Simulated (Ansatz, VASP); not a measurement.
**Au: VASP beside Ansatz**

```xyz
6
Lattice="-3.9936 0.0002 -0.0001 -0.0001 -0.0008 -3.9939 -0.0009 -7.9110 -0.0016" Properties=species:S:1:pos:R:3 pbc="T T T"
Au   -1.9973   -0.0006    0.0017
Au   -1.9968   -3.9550   -0.0015
Au   -0.0005   -5.9333    0.0000
Au   -0.0001   -1.9772   -0.0030
Au   -0.0010   -0.0015   -1.9960
Au    0.0000   -3.9551   -1.9986
```

Change from the starting cell: cell x2, atoms moved at random (sigma 0.05 Å) and cell strained at random (1.5 %), then relaxed without symmetry.

Alike in both runs: functional PBE; k mesh 6 × 6 × 4; occupations gaussian, width 0.2 eV; no spin polarisation.

Ansatz relaxed the structure, and its values are those at the end. VASP's run is a single point on that final structure, the one shown.

|  | VASP | Ansatz |
| --- | --- | --- |
| version | VASP 6.6.1 | Ansatz 0.2.0 |
| potentials or method | VASP PAW PBE potentials, release 64 (Au), cutoff 520 eV | scalar-relativistic, plane waves, PAW |
| valence electrons in the cell | 66 | 114 |

|  | VASP | Ansatz | Ansatz less VASP |
| --- | --- | --- | --- |
| gap on the k mesh at the Fermi level (eV) | none | none | - |
| pressure (GPa) | -0.1 | 0.1 | +0.20 |
| rms of the force components (eV/Å) | 0.005 | 0.005 | 0.0000 |

A gap of «none» marks a metal or a gap that the smearing closes. VASP's potentials hold 66 valence electrons a cell and Ansatz's 114, so a difference there can come from the potentials and not from the codes.

Spin-orbit coupling is off throughout.
